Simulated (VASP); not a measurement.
Ag: single point with PBEsol

Crystal: Ag.

```xyz
1
Lattice="-1.7219 1.7219 1.6557 1.7219 -1.7219 1.6557 1.7219 1.7219 -1.6557" Properties=species:S:1:pos:R:3 pbc="T T T"
Ag    0.0000    0.0000    0.0000
```

```
Program             : VASP 6.6.1
Task                : single point
Functional          : PBEsol
Potentials or basis : VASP PAW PBE potentials, release 64 (Ag)
Cutoff              : 520 eV
k mesh              : 9 × 9 × 9
Occupations         : fermi-dirac, width 0.05 eV
Spin                : no spin polarisation
```

```json
{"Pressure": "-11.8 GPa"}
```

Stress tensor (GPa, compression positive):
```
-11.24   0.00   0.00
  0.00 -11.24   0.00
  0.00   0.00 -12.80
```

Levels at points of the mesh, in eV from the Fermi level:
```
           k point  band 2  band 3  band 4  band 5  band 6  band 7  band 8  band 9  band 10  band 11
(0.00, 0.00, 0.00)   -4.43   -4.29   -4.29   -3.37   -3.20   17.22   17.22   17.89    21.46    21.46
```

Run time: 30 s on 1 thread of AMD EPYC 7R13, on a shared host, peak memory 0.12 GiB.

Caveat: the PAW data sets were made with another functional, which shifts forces and pressure a little.
